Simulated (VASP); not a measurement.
# Hf (Fm-3m) in VASP: notebook

Hf is run at these levels: r2SCAN; tasks: single point, relaxation of cell and atoms.

Everything below comes from runs of VASP 6.6.1. Logs are shortened: lines on timing, memory, paths and dates and some standing lists are left out, and cuts for length are marked.

### Step 1. The cell of the first run

Symmetry: Fm-3m, No. 225, cubic system. Conventional cell: a = 4.375 Å, b = 4.375 Å, c = 4.375 Å, α = 90.00°, β = 90.00°, γ = 90.00°. Hf (site symmetry m-3m) has 12 Hf at 3.09 Å within 4.1 Å.

This isn't the form of Hf at room conditions, which is hcp.

### Step 2. Single point, r2SCAN

The input, POSCAR:

```
Hf
1.0
    0.0000000000      2.1874114471      2.1874114471
    2.1874114471      0.0000000000      2.1874114471
    2.1874114471      2.1874114471      0.0000000000
Hf
1
Direct
    0.0000000000      0.0000000000      0.0000000000
```

The input, INCAR.step1:

```
PREC = Accurate
ENCUT = 520
ISMEAR = 0
SIGMA = 0.1
LREAL = F
LASPH = T
NELM = 60
NBANDS = 11
GGA = PE
ALGO = Normal
EDIFF = 1E-4
LWAVE = T
LCHARG = F
```

The input, INCAR.step2:

```
PREC = Accurate
ENCUT = 520
EDIFF = 1E-7
ISMEAR = 0
SIGMA = 0.1
LREAL = F
LASPH = T
NELM = 60
ALGO = Normal
ISIF = 2
LWAVE = F
LCHARG = F
METAGGA = R2SCAN
LMIXTAU = T
NBANDS = 11
ISTART = 1
```

The input, KPOINTS:

```
Automatic mesh
0
Gamma
  8 8 8
```

Potentials or basis: VASP PAW PBE potentials, release 64 (Hf_pv).

Launch:

```sh
> cat potpaw_PBE.64/Hf_pv/POTCAR > POTCAR
> cp INCAR.step1 INCAR
> mpirun -np 1 vasp_std > vasp.out
> cp INCAR.step2 INCAR
> mpirun -np 1 vasp_std > vasp.out
```

OUTCAR:

```text
PREC = Accurate
   ENCUT = 520
   EDIFF = 1E-7
   ISMEAR = 0
   LREAL = F
   LASPH = T
   NELM = 60
   ISIF = 2
   METAGGA = R2SCAN
   ISTART = 1

 ion  position               nearest neighbor table
   1  0.000  0.000  0.000-

  LATTYP: Found a face centered cubic cell.
 ALAT       =     4.3748228942

  Lattice vectors:

 A1 = (   0.0000000000,   2.1874114471,   2.1874114471)
 A2 = (   2.1874114471,   0.0000000000,   2.1874114471)
 A3 = (   2.1874114471,   2.1874114471,   0.0000000000)

Analysis of symmetry for initial positions (statically):
=====================================================================
 Subroutine PRICEL returns:
 Original cell was already a primitive cell.

 Routine SETGRP: Setting up the symmetry group for a
 face centered cubic supercell.

 Subroutine GETGRP returns: Found 48 space group operations
 (whereof 48 operations were pure point group operations)
 out of a pool of 48 trial point group operations.

The static configuration has the point symmetry O_h .

Analysis of symmetry for dynamics (positions and initial velocities):
=====================================================================
 Subroutine PRICEL returns:
 Original cell was already a primitive cell.

 Routine SETGRP: Setting up the symmetry group for a
 face centered cubic supercell.

 Subroutine GETGRP returns: Found 48 space group operations
 (whereof 48 operations were pure point group operations)
 out of a pool of 48 trial point group operations.

The dynamic configuration has the point symmetry O_h .

 Subroutine INISYM returns: Found 48 space group operations
 (whereof 48 operations are pure point group operations),
 and found     1 'primitive' translations

----------------------------------------------------------------------------------------

                                     Primitive cell

  volume of cell :      20.9325

  direct lattice vectors                    reciprocal lattice vectors
     0.000000000  2.187411447  2.187411447    -0.228580682  0.228580682  0.228580682
     2.187411447  0.000000000  2.187411447     0.228580682 -0.228580682  0.228580682
     2.187411447  2.187411447  0.000000000     0.228580682  0.228580682 -0.228580682

  length of vectors
     3.093466935  3.093466935  3.093466935     0.395913355  0.395913355  0.395913355

  position of ions in fractional coordinates (direct lattice)
     0.000000000  0.000000000  0.000000000

  ion indices of the primitive-cell ions
   primitive index   ion index
                 1           1

----------------------------------------------------------------------------------------

 KPOINTS: Automatic mesh

Automatic generation of k-mesh.
 Grid dimensions read from file:
 generate k-points for:    8    8    8

 Generating k-lattice:

  Cartesian coordinates                     Fractional coordinates (reciprocal lattice)
    -0.028572585  0.028572585  0.028572585     0.125000000  0.000000000  0.000000000
     0.028572585 -0.028572585  0.028572585     0.000000000  0.125000000  0.000000000
     0.028572585  0.028572585 -0.028572585     0.000000000  0.000000000  0.125000000

  Length of vectors
     0.049489169  0.049489169  0.049489169

  Shift w.r.t. Gamma in fractional coordinates (k-lattice)
     0.000000000  0.000000000  0.000000000

 Subroutine IBZKPT returns following result:
 ===========================================

 Found     29 irreducible k-points:

 Following reciprocal coordinates:
            Coordinates               Weight
  0.000000  0.000000  0.000000      1.000000
  0.125000  0.000000  0.000000      8.000000
  0.250000  0.000000  0.000000      8.000000
  0.375000  0.000000  0.000000      8.000000
  0.500000  0.000000  0.000000      4.000000
  0.125000  0.125000  0.000000      6.000000
[... 16 lines left out ...]
  0.500000  0.250000  0.125000     48.000000
 -0.375000  0.250000  0.125000     24.000000
 [... further k-points ...]
   k-points           NKPTS =     29   k-points in BZ     NKDIM =     29   number of bands    NBANDS=     11
   number of dos      NEDOS =    301   number of ions     NIONS =      1
   total plane-waves  NPLWV =  13824
   dimension x,y,z NGX =    24 NGY =   24 NGZ =   24
   dimension x,y,z NGXF=    48 NGYF=   48 NGZF=   48
   ions per type =               1
   NGX,Y,Z   is equivalent  to a cutoff of  12.90, 12.90, 12.90 a.u.
   NGXF,Y,Z  is equivalent  to a cutoff of  25.80, 25.80, 25.80 a.u.
 SYSTEM =  unknown system
   PREC   = accura    normal or accurate (medium, high low for compatibility)
   ISTART =      1    job   : 0-new  1-cont  2-samecut
   ICHARG =      0    charge: 1-file 2-atom 10-const
   ISPIN  =      1    spin polarized calculation?
   LNONCOLLINEAR =      F non collinear calculations
   LSORBIT =      F    spin-orbit coupling
   LASPH  =      T    aspherical Exc in radial PAW
   ENCUT  =  520.0 eV  38.22 Ry    6.18 a.u.   5.75  5.75  5.75*2*pi/ulx,y,z
   NELM   =     60;   NELMIN=  2; NELMDL=  0     # of ELM steps
   EDIFF  = 0.1E-06   stopping-criterion for ELM
   LREAL  =      F    real-space projection
   EDIFFG = 0.1E-05   stopping-criterion for IOM
   NSW    =      0    number of steps for IOM
   IBRION =     -1    ionic relax: 0-MD 1-quasi-New 2-CG
   NFREE  =      0    steps in history (QN), initial steepest desc. (CG)
   ISIF   =      2    stress and relaxation
   ISYM   =      2    0-nonsym 1-usesym 2-fastsym
   POTIM  = 0.5000    time-step for ionic-motion
   TEBEG  =    0.0;   TEEND  =   0.0 temperature during run
   PSTRESS=    0.0 pullay stress
   NELECT =      10.0000    total number of electrons
   NUPDOWN=      -1.0000    fix difference up-down
   EMIN   =  10.00;   EMAX   =-10.00  energy-range for DOS
   EFERMI =   0.00;   METHOD = LEGACY
   ISMEAR =     0;   SIGMA  =   0.10  broadening in eV -4-tet -1-fermi 0-gaus
   EFERMI_NEDOS =   21; number of points for ismear=-14 and -15
   IALGO  =     38    algorithm
   IMIX   =      4    mixing-type and parameters
     AMIX     =   0.40;   BMIX     =  1.00
     AMIX_MAG =   1.60;   BMIX_MAG =  1.00
  volume/ion in A,a.u.               =      20.93       141.26
  Fermi-wavevector in a.u.,A,eV,Ry     =   1.279777  2.418428 22.284024  1.637830
  Thomas-Fermi vector in A             =   2.412243
   LORBIT       =      0    0 simple, 1 ext, 2 COOP (PROOUT), +10 PAW based schemes
   METAGGA = R2SCAN    functional components
   LHFCALC =     F    Hartree Fock is set to
   AEXX    =    0.0000 exact exchange contribution
   IVDW    =     0    specifies the selected vdW correction
   LEPSILON=     F    determine dielectric tensor
   LRPA    =     F    only Hartree local field effects (RPA)
 non-spin polarized calculation
 Gauss-broadening in eV      SIGMA  =   0.10
  energy-cutoff  :      520.00
  volume of cell :       20.93
 maximum number of plane-waves:       588
   NGX = 11   NGY = 11   NGZ = 11

 number of electron      10.0000001 magnetization

 Free energy of the ion-electron system (eV)
  ---------------------------------------------------
  ext. energy  EPLUGINS =         0.00000000
  ---------------------------------------------------
  free energy    TOTEN  =       -45.02731264 eV

  energy without entropy =      -45.02269487  energy(sigma->0) =      -45.02500375

 E-fermi :   5.1228     XC(G=0): -12.5110

 val. band max:        5.0292284036   @ k =  -0.2500   0.2500   0.0000
 cond. band min:       5.1809982024   @ k =   0.3750   0.0000   0.0000
 fundamental gap:      0.1517697989
 Fermi energy:         5.1227888338

 k-point     1 :       0.0000    0.0000    0.0000
  band No.  band energies     occupation
      1     -25.7899      2.00000
      2     -25.7899      2.00000
      3     -25.7898      2.00000
      4      -2.6973      2.00000
      5       6.7063      0.00000
      6       6.7063      0.00000
      7       6.7063      0.00000
      8       9.9469      0.00000
      9       9.9469      0.00000
     10      17.1262      0.00000
     11      17.3043      0.00000

 k-point     2 :       0.1250    0.0000    0.0000
  band No.  band energies     occupation
      1     -25.9543      2.00000
      2     -25.8100      2.00000
      3     -25.8100      2.00000
      4      -2.1004      2.00000
      5       6.1137      0.00000
      6       6.9645      0.00000
      7       6.9645      0.00000
      8       9.6733      0.00000
      9       9.6733      0.00000
     10      17.3043      0.00000
     11      18.3507      0.00000

 k-point     3 :       0.2500    0.0000    0.0000
  band No.  band energies     occupation
      1     -26.3348      2.00000
      2     -25.8582      2.00000
      3     -25.8582      2.00000
      4      -0.6122      2.00000
      5       5.2039      0.25126
      6       7.1149      0.00000
      7       7.1149      0.00000
      8       9.8770      0.00000
      9       9.8770      0.00000
     10      17.3026      0.00000
     11      17.3678      0.00000

 k-point     4 :       0.3750    0.0000    0.0000
  band No.  band energies     occupation
      1     -26.6946      2.00000
      2     -25.9058      2.00000
      3     -25.9058      2.00000
      4       0.7567      2.00000
      5       5.1810      0.41039
      6       6.6990      0.00000
      7       6.6990      0.00000
      8      11.2842      0.00000
      9      11.2842      0.00000
     10      16.0576      0.00000
     11      17.3042      0.00000
[... 239 lines left out ...]
 k-point    22 :       0.3750    0.2500    0.1250
  band No.  band energies     occupation
      1     -26.4233      2.00000
      2     -26.0522      2.00000
      3     -25.9223      2.00000
      4       0.6367      2.00000
      5       4.4020      2.00000
      6       6.0784      0.00000
      7       8.5381      0.00000
      8       8.7131      0.00000
      9      11.7683      0.00000
     10      17.3039      0.00000
     11      19.1919      0.00000

 k-point    23 :       0.5000    0.2500    0.1250
  band No.  band energies     occupation
      1     -26.6136      2.00000
      2     -26.1681      2.00000
      3     -25.9811      2.00000
      4       2.0927      2.00000
      5       4.2831      2.00000
      6       5.2177      0.17959
      7       8.0846      0.00000
      8      10.4865      0.00000
      9      13.2227      0.00000
     10      16.7066      0.00000
     11      17.3056      0.00000

 k-point    24 :      -0.3750    0.2500    0.1250
  band No.  band energies     occupation
      1     -26.6941      2.00000
      2     -26.2048      2.00000
      3     -26.0129      2.00000
      4       2.6249      2.00000
      5       4.0953      2.00000
      6       5.5202      0.00000
      7       7.7991      0.00000
      8      11.5528      0.00000
      9      13.8120      0.00000
     10      14.8608      0.00000
     11      17.3046      0.00000

 [... further k-points ...]

------------------------ aborting loop because EDIFF is reached ----------------------------------------

  FORCE on cell =-STRESS in cart. coord.  units (eV):
  Direction    XX          YY          ZZ          XY          YZ          ZX
  --------------------------------------------------------------------------------------
  -------------------------------------------------------------------------------------
  Total        0.9934436      0.9934436      0.9934436     -0.0000000      0.0000000     -0.0000000
  in kB       76.0382897     76.0382897     76.0382897     -0.0000000      0.0000000     -0.0000000
  external PRESSURE =      76.0382897 kB  Pullay stress =       0.0000000 kB

 VOLUME and BASIS-vectors are now :
 -----------------------------------------------------------------------------
  energy-cutoff  :      520.00
  volume of cell :       20.93
      direct lattice vectors                 reciprocal lattice vectors
     0.000000000  2.187411447  2.187411447    -0.228580682  0.228580682  0.228580682
     2.187411447  0.000000000  2.187411447     0.228580682 -0.228580682  0.228580682
     2.187411447  2.187411447  0.000000000     0.228580682  0.228580682 -0.228580682

 POSITION                                       TOTAL-FORCE (eV/Angst)
 -----------------------------------------------------------------------------------
      0.00000      0.00000      0.00000         0.000000      0.000000      0.000000
 -----------------------------------------------------------------------------------
    total drift:                                0.000000     -0.000000     -0.000000

  FREE ENERGIE OF THE ION-ELECTRON SYSTEM (eV)
  ---------------------------------------------------
  free  energy   TOTEN  =       -45.0273126430 eV

  energy  without entropy=      -45.0226948652  energy(sigma->0) =      -45.02500375
```

Wall time 31 s (1 thread of Intel Xeon 8259CL, shared host); peak memory 0.14 GiB.

Results:

```
Free energy            : -45.0273 eV
Pressure               : 7.6 GPa
Band gap on the k mesh : zero (bands 5 and 6 overlap by 2.08 eV)
```

Caveat: the cell stands under pressure; the PAW data sets were made with another functional, which shifts forces and pressure a little; spin-orbit coupling is left out, which moves the levels of the heavy elements.

### Step 3. Single point, r2SCAN

This run uses another cell than the first one, of 22.60 Å³/atom.

The input, POSCAR:

```
Hf
1.0
    0.0000000000      2.2441030963      2.2441030963
    2.2441030963      0.0000000000      2.2441030963
    2.2441030963      2.2441030963      0.0000000000
Hf
1
Direct
    0.0000000000      0.0000000000      0.0000000000
```

The input, INCAR.step1:

```
ALGO = Normal
EDIFF = 1E-4
ENCUT = 520
GGA = PE
ISMEAR = 0
LASPH = T
LCHARG = F
LREAL = F
LWAVE = T
NBANDS = 11
NELM = 100
PREC = Accurate
SIGMA = 0.1
```

The input, INCAR.step2:

```
ALGO = Normal
EDIFF = 1E-6
ENCUT = 520
ISIF = 2
ISMEAR = 0
ISTART = 1
LASPH = T
LCHARG = F
LMIXTAU = T
LREAL = F
LWAVE = F
METAGGA = R2SCAN
NBANDS = 11
NELM = 100
PREC = Accurate
SIGMA = 0.1
```

The input, KPOINTS:

```
k-points
0
Gamma
  8 8 8
```

Potentials or basis: VASP PAW PBE potentials, release 64 (Hf_pv).

Launch:

```sh
> cat potpaw_PBE.64/Hf_pv/POTCAR > POTCAR
> cp INCAR.step1 INCAR
> mpirun -np 1 vasp_std > vasp.out
> cp INCAR.step2 INCAR
> mpirun -np 1 vasp_std > vasp.out
```

Run time: 39 s. Hardware: 1 thread of Intel Xeon 8259CL, shared host; peak memory 0.14 GiB.

Results (log left out):

| Property | Result |
| --- | --- |
| Free energy | -45.0597 eV |
| Pressure | -1.0 GPa |
| Band gap on the k mesh | zero (bands 5 and 6 overlap by 2.03 eV) |

Levels at points of the mesh, in eV from the Fermi level:
| k point | band 3 | band 4 | band 5 | band 6 | band 7 | band 8 |
| --- | --- | --- | --- | --- | --- | --- |
| (0.00, 0.00, 0.00) | -31.24 | -7.60 | 1.52 | 1.52 | 1.52 | 4.48 |
| (0.50, 0.00, 0.00) | -31.35 | -3.78 | 0.26 | 1.33 | 1.33 | 6.53 |
| (0.50, 0.50, 0.00) | -31.53 | -3.35 | -2.21 | 2.30 | 6.61 | 7.10 |

Caveat: the PAW data sets were made with another functional, which shifts forces and pressure a little; spin-orbit coupling is left out, which moves the levels of the heavy elements.

### Step 4. Single point, r2SCAN

This run uses another cell than the first one, of 22.47 Å³/atom.

The input, POSCAR:

```
Hf
1.0
    0.0000000000      2.2396889197      2.2396889197
    2.2396889197      0.0000000000      2.2396889197
    2.2396889197      2.2396889197      0.0000000000
Hf
1
Direct
    0.0000000000      0.0000000000      0.0000000000
```

The input, INCAR.step1:

```
  ALGO = Normal
  EDIFF = 1E-4
  ENCUT = 520
  GGA = PE
  ISMEAR = 0
  LASPH = T
  LCHARG = F
  LREAL = F
  LWAVE = T
  NBANDS = 11
  NELM = 100
  PREC = Accurate
  SIGMA = 0.1
```

The input, INCAR.step2:

```
  ALGO = Normal
  EDIFF = 1E-6
  ENCUT = 520
  ISIF = 2
  ISMEAR = 0
  ISTART = 1
  LASPH = T
  LCHARG = F
  LMIXTAU = T
  LREAL = F
  LWAVE = F
  METAGGA = R2SCAN
  NBANDS = 11
  NELM = 100
  PREC = Accurate
  SIGMA = 0.1
```

The input, KPOINTS:

```
k-points
0
Gamma
  16 16 16
```

Launch:

```sh
> cat potpaw_PBE.64/Hf_pv/POTCAR > POTCAR
> cp INCAR.step1 INCAR
> mpirun -np 1 vasp_std > vasp.out
> cp INCAR.step2 INCAR
> mpirun -np 1 vasp_std > vasp.out
```

Run time: 1.8 min. Hardware: 1 thread of Intel Xeon 8259CL, shared host; peak memory 0.17 GiB.

It converged, with:

```yaml
Free_energy: -45.0676 eV
Pressure: -0.5 GPa
Band_gap_on_the_k_mesh: zero (bands 5 and 6 overlap by 2.03 eV)
```

Levels at points of the mesh, in eV from the Fermi level:
```csv
k point,band 1,band 2,band 3,band 4,band 5,band 6,band 7,band 8,band 9,band 10
"(0.00, 0.00, 0.00)",-31.14,-31.14,-31.14,-7.54,1.60,1.60,1.60,4.58,4.58,11.83
"(0.50, 0.00, 0.00)",-31.96,-31.25,-31.25,-3.72,0.35,1.41,1.41,6.65,6.65,9.94
"(0.50, 0.50, 0.00)",-31.91,-31.43,-31.43,-3.30,-2.15,2.41,6.73,7.23,7.23,10.32
```

Caveat: the PAW data sets were made with another functional, which shifts forces and pressure a little; spin-orbit coupling is left out, which moves the levels of the heavy elements.

(Continued in part 2 of 2.)
